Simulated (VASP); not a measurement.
MgBe2S3, 6 atoms in the cell. The structure is tetragonal, space group P-4m2 (No. 115). The conventional cell has a = 3.571 Å, b = 3.571 Å, c = 7.866 Å, α = 90.00°, β = 90.00°, γ = 90.00°. Within 3.3 Å of Mg (site symmetry -4m2) lie 4 S at 2.52 Å and 4 Be at 2.73 Å. Within 3.5 Å of Be (site symmetry 2mm) lie 7 S at 2.69 to 2.82 Å and 2 Mg at 2.73 Å. Within 3.3 Å of S (site symmetry -4m2) lie 4 Mg at 2.52 Å and 4 Be at 2.73 Å. Within 3.5 Å of S (site symmetry 2mm) lie 5 Be at 2.69 to 2.82 Å and 6 S at 3.17 to 3.47 Å and 2 Mg at 3.47 Å. 

| Quantity | Value |
| --- | --- |
| Program | VASP 6.6.1 |
| Task | relaxation of cell and atoms |
| Functional | PBE |
| Potentials or basis | VASP PAW PBE potentials, release 64 (Mg, Be, S) |
| Cutoff | 600 eV |
| k mesh | 6 × 6 × 2 |
| Occupations | gaussian, width 0.1 eV |
| Spin | no spin polarisation |
| Dipole correction | no |
| Further INCAR settings | ALGO = Normal; EDIFF = 1e-06; IBRION = 2; EDIFFG = -0.04; NSW = 90; ISIF = 3 |

Potentials or basis: VASP PAW PBE potentials, release 64 (Mg, Be, S).

Launch:

```console
$ cat potpaw_PBE.64/Mg/POTCAR potpaw_PBE.64/Be/POTCAR potpaw_PBE.64/S/POTCAR > POTCAR
$ mpirun -np 1 vasp_std > vasp.out
```

Hardware: 1 thread of Intel(R) Xeon(R) 6975P-C (Granite Rapids), on a shared host.

Estimate the wall time of this run.

Run time: 5.9 min on 1 thread of Intel(R) Xeon(R) 6975P-C (Granite Rapids), with other jobs on the host, peak memory 0.26 GiB. Counts: scf iterations 228, k points 20, ion steps 26.
